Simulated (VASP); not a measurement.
Input of a VASP 6.6.1 run:

File INCAR:

```
ALGO = Normal
EDIFF = 1E-6
ENCUT = 520
GGA = PE
ISIF = 2
ISMEAR = -1
LASPH = T
LCHARG = F
LREAL = F
LWAVE = F
NBANDS = 11
NELM = 80
PREC = Accurate
SIGMA = 0.05
```

File KPOINTS:

```
k-points
0
Gamma
  10 10 10
```

POSCAR

```
Si
1.0
    0.0000000000      2.7135600000      2.7135600000
    2.7135600000      0.0000000000      2.7135600000
    2.7135600000      2.7135600000      0.0000000000
Si
2
Direct
    0.7350000000      0.7350000000      0.7350000000
    0.5150000000      0.5150000000      0.5150000000
```

Potentials or basis: VASP PAW PBE potentials, release 64 (Si).

Command:

```sh
$ cat potpaw_PBE.64/Si/POTCAR > POTCAR
$ mpirun -np 1 vasp_std > vasp.out
```

Task: Predict the band gap on the k mesh.

Result: Zero (bands 4 and 5 overlap by 0.70 eV).

Task: Estimate the pressure.

Result: 6.2 GPa.

Task: What does it give for the largest force?

Result: 5.529 eV/Å.

Stress tensor (GPa, compression positive):
```
 6.17 10.03 10.03
10.03  6.17 10.03
10.03 10.03  6.17
```

Caveat: the cell differs from its parent crystal (shortest bond scaled by 0.88); the cell stands under pressure; semilocal functionals underestimate gaps, so a narrow gap can read as zero; forces of over 1 eV/Å act on the atoms, so gaps and moduli don't describe the material at rest.
